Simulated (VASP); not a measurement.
Write the native input for VASP 6.6.1 that does the following.

```yaml
Task: single point
Functional: LDA
Potentials_or_basis: VASP PAW LDA potentials, release 64 (Li_sv)
Cutoff: 520 eV
k_mesh: 16 × 16 × 14
Occupations: fermi-dirac, width 0.05 eV
Spin: no spin polarisation
Dipole_correction: no
Further_INCAR_settings: ALGO = Normal; EDIFF = 1e-07; NBANDS = 8
```

The structure of Li lies in POSCAR:

```
Li
1.0
    2.7985514924      0.0000000000      0.0000000000
   -1.3992757462      2.4236166862      0.0000000000
    0.0000000000      0.0000000000      2.5756944257
Li
1
Direct
    0.0000000000      0.0000000000      0.0000000000
```

One way to write it, as run:

INCAR

```
  PREC = Accurate
  ENCUT = 520
  EDIFF = 1E-7
  ISMEAR = -1
  SIGMA = 0.05
  LREAL = False
  LASPH = True
  NELM = 100
  ALGO = Normal
  ISIF = 2
  LWAVE = False
  LCHARG = True
  LELF = True
  LVHAR = True
  NBANDS = 8
```

KPOINTS

```
Automatic mesh
0
Gamma
  16 16 14
```

Potentials or basis: VASP PAW LDA potentials, release 64 (Li_sv).

Launch:

```console
$ cat potpaw_LDA.64/Li_sv/POTCAR > POTCAR
$ mpirun -np 1 vasp_std > vasp.out
```

Wall time 16 s on 1 thread of AMD EPYC 9R45 96-Core Processor (Zen 5), on a shared host, peak memory 0.1 GiB.
